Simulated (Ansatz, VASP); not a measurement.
F: VASP beside Ansatz

INCAR

```
SYSTEM = F
PREC = Accurate
ENCUT = 520
EDIFF = 1E-6
ISMEAR = 0
SIGMA = 0.05
LREAL = .FALSE.
LASPH = .TRUE.
NELM = 100
ALGO = Normal
ISIF = 2
LWAVE = .FALSE.
LCHARG = .TRUE.
GGA = PE
IVDW = 12
LELF = .TRUE.
LVHAR = .TRUE.
NBANDS = 22
```

File KPOINTS:

```
Automatic mesh
0
G
  8 8 4
  0 0 0
```

File POSCAR:

```
F
1.0
    2.9729244711     -1.7439552118      0.3137414428
    2.9729244711      1.7439552118      0.3137414428
   -0.8239075169      0.0000000000      6.5678963199
F
4
Direct
    0.9138648456      0.5855481450      0.0939279973
    0.4144518550      0.0861351544      0.4060720027
    0.0861351544      0.4144518550      0.9060720027
    0.5855481450      0.9138648456      0.5939279973
```

Input for Ansatz:

```yaml
crystal:
  lattice:
    - [2.9729244711, -1.7439552118, 0.3137414428]
    - [2.9729244711, 1.7439552118, 0.3137414428]
    - [-0.8239075169, 0.0, 6.5678963199]
  atoms:
    - { symbol: F, position: [0.9138648456, 0.585548145, 0.0939279973] }
    - { symbol: F, position: [0.414451855, 0.0861351544, 0.4060720027] }
    - { symbol: F, position: [0.0861351544, 0.414451855, 0.9060720027] }
    - { symbol: F, position: [0.585548145, 0.9138648456, 0.5939279973] }
basis:
  ecutwfc: 520.0
kpoints:
  mp_grid: { grid: [8, 8, 4] }
hamiltonian:
  xc: pbe
  dispersion: d3bj
scf:
  occupations: { method: gaussian, width: 0.05 }
output:
  forces: true
  stress: true
  eigenvalues: true
```

Change from the starting cell: volume 17.252 Å^3 an atom, stretch along a over the lengths across it, relative to the relaxed cell 1.0835.

Alike in both runs: task single point; functional PBE; dispersion D3(BJ); k mesh 8 × 8 × 4; occupations gaussian, width 0.05 eV; no spin polarisation.

|  | VASP | Ansatz |
| --- | --- | --- |
| version | VASP 6.6.1 | Ansatz 0.2.0 |
| potentials or method | VASP PAW PBE potentials, release 64 (F), cutoff 520 eV | scalar-relativistic, plane waves, PAW |
| valence electrons in the cell | 28 | 28 |

Ansatz gave:

```
gap on the k mesh at the Fermi level (eV)                     : 3.48
least direct gap on the mesh (eV)                             : 3.48
pressure (GPa)                                                : 3.3
traceless stress, the component that is largest in VASP (GPa) : 4.57
rms of the force components (eV/Å)                            : 0.828
```

Task: Estimate VASP's values.

Result: gap on the k mesh at the Fermi level (eV): 3.40; least direct gap on the mesh (eV): 3.40; pressure (GPa): 3.7; traceless stress, the component that is largest in VASP (GPa): 5.90; rms of the force components (eV/Å): 1.084.

Atom by atom the forces differ by 0.255 eV/Å (rms over components).
